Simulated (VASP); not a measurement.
A run of VASP 6.6.1:

File INCAR:

```
PREC = Accurate
ENCUT = 520
EDIFF = 1E-6
ISMEAR = 0
SIGMA = 0.1
LREAL = False
LASPH = True
NELM = 100
ALGO = Fast
ISIF = 2
LWAVE = False
LCHARG = False
GGA = PE
NBANDS = 22
```

The input KPOINTS:

```
Automatic mesh
0
Gamma
  12 12 18
```

POSCAR

```
OsAu2
1.0
    4.6973033372      0.0000000000      0.0000000000
   -2.3486516686      4.0679840193      0.0000000000
    0.0000000000      0.0000000000      2.6532728001
Os Au
1 2
Direct
    0.0000000000      0.0000000000      0.0000000000
    0.3333333333      0.6666666667      0.5000000000
    0.6666666667      0.3333333333      0.5000000000
```

Potentials or basis: VASP PAW PBE potentials, release 64 (Os, Au).

Run with:

```console
$ cat potpaw_PBE.64/Os/POTCAR potpaw_PBE.64/Au/POTCAR > POTCAR
$ mpirun -np 1 vasp_std > vasp.out
```

Hardware: 1 thread of Intel Xeon 8259CL, with other jobs on the host.

Question: Estimate the wall time of this run.

Answer: Run time: 4.2 min on 1 thread of Intel Xeon 8259CL, on a shared host, peak memory 0.32 GiB. Counts: scf iterations 14, k points 190.
